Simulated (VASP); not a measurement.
The system is Sb.

```
CELL_PARAMETERS angstrom
2.15060 1.24165 3.74400
-2.15060 1.24165 3.74400
0.00000 -2.48330 3.74400
ATOMIC_POSITIONS crystal
Sb 0.23364 0.23364 0.23364
Sb 0.76636 0.76636 0.76636
```

Base run:

- Program: VASP 6.6.1
- Functional: PBEsol
- Potentials or basis: VASP PAW PBE potentials, release 64 (Sb_d_GW)
- Cutoff: 400 eV
- k mesh: 9 × 9 × 9
- Occupations: fermi-dirac, width 0.05 eV
- Spin: no spin polarisation

Its results: band gap on the k mesh 0.06 eV, indirect (least direct gap 0.49 eV); pressure 0.1 GPa; largest force 0.145 eV/Å.

Question: After a change of settings the same cell gave: band gap on the k mesh 0.06 eV, indirect (least direct gap 0.49 eV); pressure -1.4 GPa; largest force 0.143 eV/Å. Which change was it?
A. potentials or basis from VASP PAW PBE potentials, release 64 (Sb_d_GW) to VASP PAW PBE potentials, release 64 (Sb); cutoff from 400 eV to 520 eV; further incar settings from ALGO = Normal; EDIFF = 1e-08; NBANDS = 22 to ALGO = Normal; EDIFF = 1e-08; NBANDS = 12; valence electrons from 30 to 10
B. dispersion from none to D4
C. potentials or basis from VASP PAW PBE potentials, release 64 (Sb_d_GW) to VASP PAW PBE potentials, release 64 (Sb); cutoff from 400 eV to 520 eV; further incar settings from ALGO = Normal; EDIFF = 1e-08; NBANDS = 22 to ALGO = Normal; EDIFF = 1e-07; NBANDS = 12; valence electrons from 30 to 10

Answer: B.

Dispersion adds attraction, which lowers the pressure at fixed volume and, as a term added to the energy, leaves the levels alone.

Caveats: the PAW data sets were made with another functional, which shifts forces and pressure a little; spin-orbit coupling is left out, which moves the levels of the heavy elements.
